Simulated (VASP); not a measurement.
Ge, 4 atoms in the cell. Symmetry: P6_3/mmc, No. 194, hexagonal system. The conventional cell has a = 3.998 Å, b = 3.998 Å, c = 6.599 Å, α = 90.00°, β = 90.00°, γ = 120.00°. Within 3.2 Å of Ge (site symmetry 3m) lie 4 Ge at 2.45 to 2.47 Å. 

| Item | Value |
| --- | --- |
| Program | VASP 6.6.1 |
| Task | relaxation of cell and atoms |
| Functional | PBEsol |
| Potentials or basis | VASP PAW PBE potentials, release 64 (Ge_d) |
| Cutoff | 600 eV |
| k mesh | 7 × 7 × 4 |
| Occupations | fermi-dirac, width 0.1 eV |
| Spin | no spin polarisation |
| Target pressure | 2 GPa |
| Dipole correction | no |
| Further INCAR settings | ALGO = Normal; EDIFF = 1e-06; IBRION = 2; EDIFFG = -0.005; NSW = 80; ISIF = 3 |

Potentials or basis: VASP PAW PBE potentials, release 64 (Ge_d).

The run is started by

```console
$ cat potpaw_PBE.64/Ge_d/POTCAR > POTCAR
$ mpirun -np 1 vasp_std > vasp.out
```

Hardware: 1 thread of Intel(R) Xeon(R) 6975P-C (Granite Rapids), with other jobs on the host.

Estimate the wall time of this run.

It took 3.4 min on 1 thread of Intel(R) Xeon(R) 6975P-C (Granite Rapids) (shared host), peak memory 0.25 GiB. Counts: scf iterations 58, k points 24, ion steps 10.
